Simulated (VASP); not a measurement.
B: single point with PBEsol

Crystal: B.

```
CELL_PARAMETERS angstrom
-1.00622 1.00622 1.43821
1.00622 -1.00622 1.43821
1.00622 1.00622 -1.43821
ATOMIC_POSITIONS crystal
B 0.00000 0.00000 0.00000
```

This isn't the form of B at room conditions, which is rhombohedral.

```yaml
Program: VASP 6.6.1
Task: single point
Functional: PBEsol
Potentials_or_basis: VASP PAW PBE potentials, release 64 (B)
Cutoff: 520 eV
k_mesh: 38 × 38 × 38
Occupations: gaussian, width 0.1 eV
Spin: no spin polarisation
Dipole_correction: no
Further_INCAR_settings: ALGO = Normal; EDIFF = 1e-06; NBANDS = 8
```

The pressure is 0.4 GPa and the band gap on the k mesh is zero (an odd number of electrons rules out a gap without spin polarisation).

Levels at points of the mesh, in eV from the Fermi level:
```
           k point  band 1  band 2  band 3  band 4  band 5
(0.00, 0.00, 0.00)  -19.34   16.14   16.15   16.15   32.58
(0.50, 0.00, 0.00)  -10.16   -5.65   12.99   13.32   29.12
(0.50, 0.50, 0.00)   -7.23   -0.12    5.95    6.11   15.96
(0.50, 0.50, 0.50)   -7.48   -0.55    6.33    6.33   16.27
```

Wall time 29 s on 1 thread of Intel(R) Xeon(R) 6975P-C (Granite Rapids) (shared host), peak memory 0.25 GiB.

Caveat: the PAW data sets were made with another functional, which shifts forces and pressure a little.
